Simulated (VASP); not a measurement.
# TbSi3W2 (C2/m) in VASP: relaxation of cell and atoms with PBE

Aim: the relaxation of cell and atoms of TbSi3W2 with PBE.

Everything below comes from runs of VASP 6.6.1. Logs are shortened: lines on timing, memory, paths and dates and some standing lists are left out, and cuts for length are marked.

## Step 1: The cell of the first run

The structure is monoclinic, space group C2/m (No. 12). The conventional cell has a = 5.885 Å, b = 10.204 Å, c = 3.374 Å, α = 90.00°, β = 91.20°, γ = 90.00°. Within 4.4 Å of Tb (site symmetry 2/m) lie 12 Si at 3.36 to 3.42 Å and 2 Tb at 3.37 Å and 6 W at 3.40 Å. Si (site symmetry -1) has 4 W at 2.37 to 2.41 Å and 4 Si at 2.94 Å within 3.1 Å. Within 3.2 Å of Si (site symmetry 2/m) lie 4 W at 2.40 Å and 4 Si at 2.94 Å. W (site symmetry 2) has 6 Si at 2.37 to 2.41 Å within 3.1 Å.

The cell was generated, and may not be a known phase.

## Step 2: Relaxation of cell and atoms, PBE

Contents of INCAR:

```
PREC     = Accurate       # precision mode
ENCUT    = 500            # plane-wave cutoff, eV
EDIFF    = 1E-7           # SCF threshold, eV
ISMEAR   = 0              # smearing method
SIGMA    = 0.2            # smearing width, eV
LREAL    = False          # projectors in reciprocal space
LASPH    = True           # aspherical terms in the spheres
NELM     = 200            # most SCF steps
ALGO     = Normal         # electronic algorithm
ISIF     = 3              # what is computed and relaxed
LWAVE    = False          # write WAVECAR
LCHARG   = False          # write CHGCAR
GGA      = PE             # functional
IBRION   = 2              # ionic algorithm
NSW      = 36             # ionic steps
EDIFFG   = -0.08          # ionic threshold
GGA_COMPAT= False        
NELMIN   = 4            
LMAXMIX  = 6              # l up to which the mixer works
```

Contents of KPOINTS:

```
regular mesh
0
Gamma
  3 3 5
```

Contents of POSCAR:

```
TbSi3W2
1.0
    2.9424574200     -5.1021090100      0.0000000000
    2.9424574200      5.1021090100      0.0000000000
   -0.0706564500      0.0000000000      3.3731038300
Tb Si W
1 3 2
Direct
    0.0000000000      0.0000000000      0.0000000000
    0.0000000000      0.5000000000      0.5000000000
    0.5000000000      0.0000000000      0.5000000000
    0.5000000000      0.5000000000      0.5000000000
    0.6670000000      0.3330000000      0.0000000000
    0.3330000000      0.6670000000      0.0000000000
```

Potentials or basis: VASP PAW PBE potentials, release 64 (Tb_3, Si, W_sv), 4f in core.

The run is started by

```console
> cat potpaw_PBE.64/Tb_3/POTCAR potpaw_PBE.64/Si/POTCAR potpaw_PBE.64/W_sv/POTCAR > POTCAR
> mpirun -np 1 vasp_std > vasp.out
```

OUTCAR:

```text
PREC = Accurate
   ENCUT = 500
   EDIFF = 1E-7
   ISMEAR = 0
   LREAL = False
   LASPH = True
   NELM = 200
   ISIF = 3
   GGA = PE
   IBRION = 2
   NSW = 36
   EDIFFG = -0.08
   NELMIN = 4

 ion  position               nearest neighbor table
   1  0.000  0.000  0.000-   4 3.36   4 3.36   2 3.38   2 3.38   3 3.38   3 3.38   6 3.40   5 3.40
                             6 3.40   6 3.40   5 3.40   5 3.40   3 3.41   2 3.41   2 3.41   3 3.41
   2  0.000  0.500  0.500-   6 2.37   5 2.37   5 2.41   6 2.41   3 2.94   3 2.94   4 2.94   4 2.94
                             1 3.38   1 3.38   1 3.41   1 3.41
   3  0.500  0.000  0.500-   5 2.37   6 2.37   5 2.41   6 2.41   2 2.94   2 2.94   4 2.94   4 2.94
                             1 3.38   1 3.38   1 3.41   1 3.41
   4  0.500  0.500  0.500-   5 2.40   6 2.40   5 2.40   6 2.40   2 2.94   3 2.94   3 2.94   2 2.94
                             1 3.36   1 3.36   1 3.42   1 3.42
   5  0.667  0.333  0.000-   2 2.37   3 2.37   4 2.40   4 2.40   3 2.41   2 2.41   6 3.40   6 3.40
                             1 3.40   1 3.40   1 3.40   6 3.41
   6  0.333  0.667  0.000-   3 2.37   2 2.37   4 2.40   4 2.40   3 2.41   2 2.41   5 3.40   5 3.40
                             1 3.40   1 3.40   1 3.40   5 3.41

  LATTYP: Found a base centered monoclinic cell.
 ALAT       =     5.8849148400
 B/A-ratio  =     1.7339618835
 C/A-ratio  =     0.5733037540
 COS(beta)  =    -0.0209424190

  Lattice vectors:

 A1 = (   2.9424574200,  -5.1021090100,   0.0000000000)
 A2 = (   2.9424574200,   5.1021090100,   0.0000000000)
 A3 = (  -0.0706564500,   0.0000000000,   3.3731038300)

Analysis of symmetry for initial positions (statically):
=====================================================================
 Subroutine PRICEL returns:
 Original cell was already a primitive cell.

 Routine SETGRP: Setting up the symmetry group for a
 base centered monoclinic supercell.

 Subroutine GETGRP returns: Found  4 space group operations
 (whereof  4 operations were pure point group operations)
 out of a pool of  4 trial point group operations.

The static configuration has the point symmetry C_2h.

Analysis of symmetry for dynamics (positions and initial velocities):
=====================================================================
 Subroutine PRICEL returns:
 Original cell was already a primitive cell.

 Routine SETGRP: Setting up the symmetry group for a
 base centered monoclinic supercell.

 Subroutine GETGRP returns: Found  4 space group operations
 (whereof  4 operations were pure point group operations)
 out of a pool of  4 trial point group operations.

The dynamic configuration has the point symmetry C_2h.

 Subroutine INISYM returns: Found  4 space group operations
 (whereof  4 operations are pure point group operations),
 and found     1 'primitive' translations

----------------------------------------------------------------------------------------

                                     Primitive cell

  volume of cell :     101.2791

  direct lattice vectors                    reciprocal lattice vectors
     2.942457420 -5.102109010  0.000000000     0.169925993 -0.097998690  0.003559442
     2.942457420  5.102109010  0.000000000     0.169925993  0.097998690  0.003559442
    -0.070656450  0.000000000  3.373103830     0.000000000  0.000000000  0.296462857

  length of vectors
     5.889785397  5.889785397  3.373843770     0.196191886  0.196191886  0.296462857

  position of ions in fractional coordinates (direct lattice)
     0.000000000  0.000000000  0.000000000
     0.000000000  0.500000000  0.500000000
     0.500000000  0.000000000  0.500000000
     0.500000000  0.500000000  0.500000000
     0.667000000  0.333000000  0.000000000
     0.333000000  0.667000000  0.000000000

  ion indices of the primitive-cell ions
   primitive index   ion index
                 1           1
                 2           2
                 3           3
                 4           4
                 5           5
                 6           6

----------------------------------------------------------------------------------------

 KPOINTS: regular mesh

Automatic generation of k-mesh.
 Grid dimensions read from file:
 generate k-points for:    3    3    5

 Generating k-lattice:

  Cartesian coordinates                     Fractional coordinates (reciprocal lattice)
     0.056641998 -0.032666230  0.001186481     0.333333333  0.000000000 -0.000000000
     0.056641998  0.032666230  0.001186481     0.000000000  0.333333333 -0.000000000
     0.000000000  0.000000000  0.059292571     0.000000000  0.000000000  0.200000000

  Length of vectors
     0.065397295  0.065397295  0.059292571

  Shift w.r.t. Gamma in fractional coordinates (k-lattice)
     0.000000000  0.000000000  0.000000000

 Subroutine IBZKPT returns following result:
 ===========================================

 Found     16 irreducible k-points:

 Following reciprocal coordinates:
            Coordinates               Weight
  0.000000  0.000000  0.000000      1.000000
  0.333333  0.000000  0.000000      4.000000
  0.333333  0.333333  0.000000      2.000000
 -0.333333  0.333333  0.000000      2.000000
  0.000000  0.000000  0.200000      2.000000
  0.333333  0.000000  0.200000      4.000000
[... 8 lines left out ...]
 -0.333333  0.333333  0.400000      4.000000
 -0.333333 -0.333333  0.400000      2.000000
   k-points           NKPTS =     16   k-points in BZ     NKDIM =     16   number of bands    NBANDS=     29
   number of dos      NEDOS =    301   number of ions     NIONS =      6
   total plane-waves  NPLWV =  64512
   dimension x,y,z NGX =    48 NGY =   48 NGZ =   28
   dimension x,y,z NGXF=    96 NGYF=   96 NGZF=   56
   ions per type =               1   3   2
   NGX,Y,Z   is equivalent  to a cutoff of  13.55, 13.55, 13.80 a.u.
   NGXF,Y,Z  is equivalent  to a cutoff of  27.10, 27.10, 27.59 a.u.
 SYSTEM =  unknown system
   PREC   = accura    normal or accurate (medium, high low for compatibility)
   ISTART =      0    job   : 0-new  1-cont  2-samecut
   ICHARG =      2    charge: 1-file 2-atom 10-const
   ISPIN  =      1    spin polarized calculation?
   LNONCOLLINEAR =      F non collinear calculations
   LSORBIT =      F    spin-orbit coupling
   LASPH  =      T    aspherical Exc in radial PAW
   ENCUT  =  500.0 eV  36.75 Ry    6.06 a.u.  10.74 10.74  6.15*2*pi/ulx,y,z
   NELM   =    200;   NELMIN=  4; NELMDL= -5     # of ELM steps
   EDIFF  = 0.1E-06   stopping-criterion for ELM
   LREAL  =      F    real-space projection
   EDIFFG = -.8E-01   stopping-criterion for IOM
   NSW    =     36    number of steps for IOM
   IBRION =      2    ionic relax: 0-MD 1-quasi-New 2-CG
   NFREE  =      1    steps in history (QN), initial steepest desc. (CG)
   ISIF   =      3    stress and relaxation
   ISYM   =      2    0-nonsym 1-usesym 2-fastsym
   POTIM  = 0.5000    time-step for ionic-motion
   TEBEG  =    0.0;   TEEND  =   0.0 temperature during run
   PSTRESS=    0.0 pullay stress
   NELECT =      49.0000    total number of electrons
   NUPDOWN=      -1.0000    fix difference up-down
   EMIN   =  10.00;   EMAX   =-10.00  energy-range for DOS
   EFERMI =   0.00;   METHOD = LEGACY
   ISMEAR =     0;   SIGMA  =   0.20  broadening in eV -4-tet -1-fermi 0-gaus
   EFERMI_NEDOS =   21; number of points for ismear=-14 and -15
   IALGO  =     38    algorithm
   IMIX   =      4    mixing-type and parameters
     AMIX     =   0.40;   BMIX     =  1.00
     AMIX_MAG =   1.60;   BMIX_MAG =  1.00
  volume/ion in A,a.u.               =      16.88       113.91
  Fermi-wavevector in a.u.,A,eV,Ry     =   1.285189  2.428655 22.472887  1.651711
  Thomas-Fermi vector in A             =   2.417338
   LORBIT       =      0    0 simple, 1 ext, 2 COOP (PROOUT), +10 PAW based schemes
   GGA     = PE    functional components
   LHFCALC =     F    Hartree Fock is set to
   AEXX    =    0.0000 exact exchange contribution
   IVDW    =     0    specifies the selected vdW correction
   LEPSILON=     F    determine dielectric tensor
   LRPA    =     F    only Hartree local field effects (RPA)
 conjugate gradient relaxation of ions
 non-spin polarized calculation
 Gauss-broadening in eV      SIGMA  =   0.20
  energy-cutoff  :      500.00
  volume of cell :      101.28
 maximum number of plane-waves:      2593
 NGX is ok and might be reduce to    48
   NGX = 21   NGY = 21   NGZ = 13

--------------------------------------- Ionic step        1  -------------------------------------------

 number of electron      49.0000002 magnetization

 Free energy of the ion-electron system (eV)
  ---------------------------------------------------
  ext. energy  EPLUGINS =         0.00000000
  ---------------------------------------------------
  free energy    TOTEN  =       -45.17402660 eV

  energy without entropy =      -45.07672820  energy(sigma->0) =      -45.12537740

------------------------ aborting loop because EDIFF is reached ----------------------------------------

  FORCE on cell =-STRESS in cart. coord.  units (eV):
  Direction    XX          YY          ZZ          XY          YZ          ZX
  --------------------------------------------------------------------------------------
  -------------------------------------------------------------------------------------
  Total        5.2355260      5.0859962     18.2899541      0.0000000      0.0000000      1.2646147
  in kB       82.8230606     80.4575849    289.3367320      0.0000000      0.0000000     20.0054895
  external PRESSURE =     150.8724592 kB  Pullay stress =       0.0000000 kB
[... 101 lines left out ...]
  FREE ENERGIE OF THE ION-ELECTRON SYSTEM (eV)
  ---------------------------------------------------
  free  energy   TOTEN  =       -45.8719111545 eV

  energy  without entropy=      -45.7329658161  energy(sigma->0) =      -45.80243849

[... ionic steps 4 to 8 ...]

--------------------------------------- Ionic step        9  -------------------------------------------

 number of electron      49.0000001 magnetization

------------------------ aborting loop because EDIFF is reached ----------------------------------------

  FORCE on cell =-STRESS in cart. coord.  units (eV):
  Direction    XX          YY          ZZ          XY          YZ          ZX
  --------------------------------------------------------------------------------------
  -------------------------------------------------------------------------------------
  Total       -0.0300872      0.0204634     -0.1849729      0.0000000      0.0000000     -0.5843219
  in kB       -0.4749517      0.3230313     -2.9199491      0.0000000      0.0000000     -9.2239994
  external PRESSURE =      -1.0239565 kB  Pullay stress =       0.0000000 kB
[... 65 lines left out ...]
  energy  without entropy=      -47.5732560119  energy(sigma->0) =      -47.61586351

--------------------------------------- Ionic step       11  -------------------------------------------

 number of electron      49.0000002 magnetization

 Free energy of the ion-electron system (eV)
  ---------------------------------------------------
  ext. energy  EPLUGINS =         0.00000000
  ---------------------------------------------------
  free energy    TOTEN  =       -47.66221649 eV

  energy without entropy =      -47.57731029  energy(sigma->0) =      -47.61976339

 E-fermi :   8.9181     XC(G=0): -11.7495

 val. band max:        8.9056008255   @ k =   0.0000   0.0000   0.2000
 cond. band min:       8.9646148472   @ k =   0.3333   0.0000   0.2000
 fundamental gap:      0.0590140217
 Fermi energy:         8.9181287012

 k-point     1 :       0.0000    0.0000    0.0000
  band No.  band energies     occupation
      1     -64.8270      2.00000
      2     -64.8070      2.00000
      3     -29.1923      2.00000
      4     -29.1913      2.00000
      5     -29.1678      2.00000
      6     -29.1148      2.00000
[... 534 lines left out ...]
  FREE ENERGIE OF THE ION-ELECTRON SYSTEM (eV)
  ---------------------------------------------------
  free  energy   TOTEN  =       -47.6622164871 eV

  energy  without entropy=      -47.5773102911  energy(sigma->0) =      -47.61976339

 reached required accuracy - stopping structural energy minimisation
```

Run time: 5.2 min. Hardware: 1 thread of AMD EPYC 9R45 (Zen 5), shared host; peak memory 0.24 GiB.

Results:

| Quantity | Value |
| --- | --- |
| Free energy | -47.6622 eV |
| Relaxed volume | 16.90 Å³/atom |
| Relaxed cell | a = 5.325 Å, b = 5.325 Å, c = 4.128 Å, α = 89.90°, β = 89.90°, γ = 119.95° |
| Space group after relaxing (to 0.1 Å) | P6/mmm (No. 191) |
| Energy gained by relaxing | 414.7 meV/atom |
| Ionic steps | 11 |
| Pressure after relaxing | 0.0 GPa |
| Largest force after relaxing | 0.008 eV/Å |
| Band gap on the k mesh | zero (an odd number of electrons rules out a gap without spin polarisation) |

Forces on the atoms (eV/Å):
```
Tb   0.000  0.000  0.000
Si   0.000  0.000  0.000
Si   0.000  0.000  0.000
Si   0.000  0.000  0.000
W    0.000 -0.008  0.000
W    0.000  0.008  0.000
```

Stress tensor (GPa, compression positive):
```
-0.01  0.00 -0.24
 0.00  0.06  0.00
-0.24  0.00  0.05
```

Step by step:
```csv
step,energy change (eV),largest force (eV/Å),pressure (GPa),volume (Å³)
1,0.0000,0.0618,15.09,101.28
2,-0.0402,0.0004,-16.56,126.00
3,-0.6979,0.0126,-4.37,112.95
4,-1.4277,0.0035,-5.85,110.72
5,-2.2876,0.0004,-3.86,103.15
6,-2.3333,0.0010,-6.35,106.66
7,-2.4069,0.0014,-5.82,105.49
8,-2.1575,0.0193,14.91,93.78
9,-2.4844,0.0068,-0.10,101.49
10,-2.4844,0.0069,0.05,101.40
11,-2.4882,0.0077,0.03,101.42
```

Final structure:
```yaml
crystal:
  lattice:
    - [2.66428, -4.61050, 0.03259]
    - [2.66428, 4.61050, 0.03259]
    - [-0.03631, 0.00000, 4.12776]
  atoms:
    - { symbol: Tb, position: [0.00000, 0.00000, 0.00000] }
    - { symbol: Si, position: [0.00000, 0.50000, 0.50000] }
    - { symbol: Si, position: [0.50000, 0.00000, 0.50000] }
    - { symbol: Si, position: [0.50000, 0.50000, 0.50000] }
    - { symbol: W, position: [0.66657, 0.33343, 0.00000] }
    - { symbol: W, position: [0.33343, 0.66657, 0.00000] }
```

Caveat: the k points lie up to 0.45 Å⁻¹ apart in the final cell, too coarse for converged energies and pressures of a metal; a cell axis changed by over 15 % at a fixed basis, so the end point is rough; spin-orbit coupling is left out, which moves the levels of the heavy elements; the 4f electrons are frozen in the core, so they carry no moment and show no levels; an odd number of electrons without spin polarisation forces a metal; a magnetic or distorted state may lie lower. Spin polarisation is off, so any magnetic state and its effect on volume and gap are missing.

The gap in the log of VASP goes by the Fermi energy; the results here count the filled bands.